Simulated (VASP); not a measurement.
Wanted: the native input for a VASP 6.6.1 run.

- Task: single point
- Functional: PBE
- Potentials or basis: VASP PAW PBE potentials, release 64 (Mg_sv, O, Hg_sv_GW)
- Cutoff: 750 eV
- k mesh: 6 × 6 × 4
- Occupations: fermi-dirac, width 0.02 eV
- Spin: no spin polarisation
- Dipole correction: no
- Mended: yes
- Further INCAR settings: ALGO = Normal; EDIFF = 1e-06; NBANDS = 29

The structure of MgHgO2 lies in POSCAR:

```
MgHgO2
1.0
    3.3878496251      0.0000000000      0.0000000000
    0.0000000000      3.3878496251      0.0000000000
    0.0000000000      0.0000000000      5.0394973193
Mg O Hg
1 2 1
Direct
    0.0000000000      0.0000000000      0.0000000000
    0.0000000000      0.5000000000      0.2023172479
    0.5000000000      0.0000000000      0.7976827521
    0.5000000000      0.5000000000      0.5000000000
```

These files were run (other wordings do the same):

INCAR

```
  PREC = Accurate
  ENCUT = 750
  EDIFF = 1E-6
  ISMEAR = -1
  SIGMA = 0.02
  LREAL = F
  LASPH = T
  NELM = 120
  ALGO = Normal
  ISIF = 2
  LWAVE = F
  LCHARG = F
  GGA = PE
  NBANDS = 29
  GGA_COMPAT = F
```

KPOINTS

```
Automatic mesh
0
Gamma
  6 6 4
```

Potentials or basis: VASP PAW PBE potentials, release 64 (Mg_sv, O, Hg_sv_GW).

Run with:

```console
$ cat potpaw_PBE.64/Mg_sv/POTCAR potpaw_PBE.64/O/POTCAR potpaw_PBE.64/Hg_sv_GW/POTCAR > POTCAR
$ mpirun -np 1 vasp_std > vasp.out
```

It gave:

- Pressure: 3.6 GPa
- Largest force: 0.050 eV/Å

Caveat: the cell stands under pressure.

Run time: 75 s on 1 thread of Intel(R) Xeon(R) Platinum 8259CL CPU @ 2.50GHz (Skylake/Cascade Lake), with other jobs on the host, peak memory 0.27 GiB.
